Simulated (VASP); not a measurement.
Write the native input for VASP 6.6.1 that does the following.

| Quantity | Value |
| --- | --- |
| Task | single point |
| Functional | PBE |
| Potentials or basis | VASP PAW PBE potentials, release 64 (Pb_d, Mg, N) |
| Cutoff | 520 eV |
| k mesh | 7 × 7 × 4 |
| Occupations | methfessel-paxton, width 0.1 eV |
| Spin | no spin polarisation |
| Dipole correction | no |
| Further INCAR settings | ALGO = Normal; EDIFF = 1e-07; NBANDS = 22 |

The structure of Mg2PbN2 lies in POSCAR:

```
Mg2PbN2
1.0
    3.6268635271      0.0000000000      0.0000000000
   -1.8134317635      3.1409559505      0.0000000000
    0.0000000000      0.0000000000      6.5658920000
Pb Mg N
1 2 2
Direct
    0.0000000000      0.0000000000      0.5000000000
    0.3333333333      0.6666666667      0.8612240000
    0.6666666667      0.3333333333      0.1387760000
    0.3333333333      0.6666666667      0.2025450000
    0.6666666667      0.3333333333      0.7974550000
```

The input as run:

INCAR

```
ALGO = Normal ; EDIFF = 1E-7
ENCUT = 520 ; GGA = PE
ISIF = 2 ; ISMEAR = 1
LASPH = True ; LCHARG = True
LELF = True ; LREAL = False
LVHAR = True ; LWAVE = False
NBANDS = 22 ; NELM = 60
PREC = Accurate ; SIGMA = 0.1
```

KPOINTS

```
k-points
0
Gamma
  7 7 4
```

Potentials or basis: VASP PAW PBE potentials, release 64 (Pb_d, Mg, N).

Command:

```sh
$ cat potpaw_PBE.64/Pb_d/POTCAR potpaw_PBE.64/Mg/POTCAR potpaw_PBE.64/N/POTCAR > POTCAR
$ mpirun -np 1 vasp_std > vasp.out
```

It gave:

- Pressure: -0.4 GPa
- Largest force: 0.004 eV/Å
- Band gap on the k mesh: 0.14 eV (least direct gap 0.24 eV)

Caveat: spin-orbit coupling is left out, which moves the levels of the heavy elements; an odd mesh through Γ misses points on the zone boundary, where band edges can lie.

Run time: 44 s on 1 thread of AMD EPYC 7R13 Processor (Zen 3), on a shared host, peak memory 0.18 GiB.
